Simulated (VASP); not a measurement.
K8Ta8HO23 (a cell with a defect): relaxation of the atoms with PBEsol

System: K8Ta8HO23 (a cell with a defect).

```
K Ta O H
1.0
     7.97088    0.00000    0.00000
     0.00000    7.97088    0.00000
     0.00000    0.00000    7.97088
K Ta O H
8 8 23 1
Direct
  0.00036 0.99819 0.00432
  0.00355 0.00347 0.49758
  0.00303 0.49758 0.99794
  0.00110 0.50167 0.49686
  0.50050 0.00337 0.00205
  0.50050 0.00032 0.49361
  0.49903 0.50053 0.99934
  0.50316 0.49623 0.49877
  0.24659 0.25288 0.25061
  0.25489 0.24542 0.74413
  0.25267 0.74973 0.25296
  0.25032 0.74821 0.74972
  0.75268 0.25080 0.25323
  0.74819 0.24959 0.75202
  0.74676 0.74745 0.25447
  0.75309 0.75063 0.75194
  0.24825 0.25285 0.00188
  0.25301 0.75261 0.99951
  0.25084 0.75180 0.49874
  0.74984 0.24766 0.99430
  0.74960 0.24763 0.50097
  0.74980 0.75366 0.00179
  0.74721 0.74797 0.50006
  0.00344 0.25075 0.24859
  0.00018 0.24954 0.75079
  0.00278 0.74864 0.25294
  0.99909 0.74809 0.75041
  0.50104 0.24968 0.24944
  0.50256 0.25046 0.75387
  0.50183 0.74882 0.24792
  0.50121 0.74912 0.75208
  0.25322 0.00127 0.24893
  0.24973 0.99901 0.75089
  0.25152 0.50065 0.24979
  0.24677 0.49710 0.74506
  0.75440 0.99930 0.24928
  0.74756 0.00562 0.74957
  0.75145 0.50018 0.25314
  0.74808 0.50049 0.74628
  0.25115 0.25004 0.49998
```

* Program: VASP 6.6.1
* Task: relaxation of the atoms
* Functional: PBEsol
* Potentials or basis: VASP PAW PBE potentials, release 64 (K_sv, Ta_pv, O, H)
* Cutoff: 520 eV
* k mesh: 1 × 1 × 1, shifted
* Occupations: fermi-dirac, width 0.05 eV
* Spin: no spin polarisation
* Dipole correction: no
* Charge: 1
* Further INCAR settings: LREAL = Auto; ALGO = Normal; EDIFF = 1e-07; ISYM = -1; IBRION = 2; EDIFFG = -0.03; NSW = 100; NELECT = 298.0

```json
{
  "Energy gained by relaxing": "22.2 meV/atom",
  "Ionic steps": "16",
  "Largest force after relaxing": "0.028 eV/Å"
}
```

Forces on the atoms (eV/Å):
```
K    0.004  0.008 -0.003
K   -0.001  0.000 -0.007
K    0.006 -0.007  0.004
K    0.003 -0.005 -0.003
K   -0.004  0.004 -0.002
K   -0.005  0.002 -0.004
K   -0.006 -0.004 -0.003
K   -0.003  0.001 -0.001
Ta  -0.014 -0.009  0.022
Ta   0.013  0.011 -0.022
Ta  -0.011 -0.012 -0.004
Ta  -0.004  0.006  0.009
Ta  -0.009  0.002 -0.005
Ta   0.004  0.000 -0.003
Ta   0.005  0.007  0.001
Ta   0.006 -0.014 -0.007
O    0.005 -0.008  0.016
O    0.001 -0.001 -0.005
O    0.001 -0.004  0.016
O   -0.002  0.011  0.003
O    0.003 -0.007  0.014
O   -0.001 -0.002 -0.015
O   -0.003  0.013  0.003
O   -0.016 -0.006 -0.011
O   -0.001  0.000  0.008
O   -0.005 -0.003 -0.010
O   -0.003  0.002  0.009
O    0.016 -0.002  0.001
O    0.000  0.003  0.005
O    0.003 -0.006  0.006
O    0.015  0.005 -0.009
O    0.000 -0.006  0.005
O   -0.001  0.012  0.001
O   -0.003  0.000 -0.014
O    0.008  0.012  0.013
O   -0.006  0.011  0.007
O    0.010 -0.007 -0.014
O   -0.003  0.000 -0.011
O    0.001 -0.005  0.007
H   -0.001 -0.001  0.003
```

The path:
```
step  energy change (eV)  largest force (eV/Å)  pressure (GPa)
   1              0.0000                3.9814           -2.35
   2             -0.0562                4.6460           -0.82
   3             -0.7450                0.5134           -1.92
   4             -0.8094                0.5116           -1.89
   5             -0.8094                0.5346           -1.89
   6             -0.8608                0.2425           -2.02
   7             -0.8661                0.3539           -2.06
   8             -0.8814                0.2287           -2.09
   9             -0.8814                0.2352           -2.09
  10             -0.8866                0.1168           -2.09
  11             -0.8868                0.0851           -2.09
  12             -0.8883                0.0550           -2.11
  13             -0.8884                0.0683           -2.11
  14             -0.8890                0.0476           -2.10
  15             -0.8890                0.0456           -2.10
  16             -0.8896                0.0283           -2.10
```

Final structure:
```
K Ta O H
1.0
     7.97088    0.00000    0.00000
     0.00000    7.97088    0.00000
     0.00000    0.00000    7.97088
K Ta O H
8 8 23 1
Direct
  0.99724 0.99626 0.00018
  0.99790 0.99709 0.49966
  0.99722 0.50364 0.99986
  0.99782 0.50300 0.50000
  0.50445 0.99636 0.00006
  0.50369 0.99715 0.50001
  0.50465 0.50378 0.99989
  0.50377 0.50285 0.50041
  0.24954 0.24881 0.24207
  0.25221 0.25136 0.75736
  0.25106 0.74860 0.25109
  0.25078 0.75153 0.74863
  0.74940 0.24985 0.25137
  0.75246 0.25029 0.74897
  0.75097 0.74978 0.25028
  0.75079 0.75042 0.75016
  0.25035 0.25053 0.99961
  0.25046 0.74966 0.99981
  0.25093 0.75037 0.49972
  0.75100 0.24975 0.99982
  0.75045 0.24991 0.49979
  0.75093 0.74985 0.00006
  0.75048 0.74976 0.50002
  0.00448 0.25046 0.25655
  0.00364 0.24938 0.74293
  0.00161 0.75003 0.24998
  0.00118 0.74978 0.74981
  0.49777 0.25025 0.25593
  0.49708 0.24963 0.74353
  0.50023 0.75037 0.24940
  0.49973 0.74959 0.75054
  0.25108 0.00364 0.25562
  0.25039 0.00282 0.74354
  0.25138 0.49703 0.25672
  0.25006 0.49624 0.74279
  0.75111 0.00065 0.24958
  0.75009 0.00051 0.75039
  0.75100 0.49929 0.24985
  0.75056 0.49913 0.75015
  0.25107 0.24963 0.49961
```

Levels at points of the mesh, in eV from the Fermi level:
```csv
k point,band 147,band 148,band 149,band 150,band 151,band 152
"(0.25, 0.25, 0.25)",-1.34,-1.31,-1.24,1.65,1.71,1.87
```

It took 30 min on 1 thread of Intel(R) Xeon(R) Platinum 8259CL CPU @ 2.50GHz (Skylake/Cascade Lake), on a shared host, peak memory 0.6 GiB.

Caveat: the cell carries a net charge on a neutralising background, which shifts energy and pressure; the cell is charged against a uniform background, so pressure and absolute levels hang on convention; the PAW data sets were made with another functional, which shifts forces and pressure a little; spin-orbit coupling is left out, which moves the levels of the heavy elements.
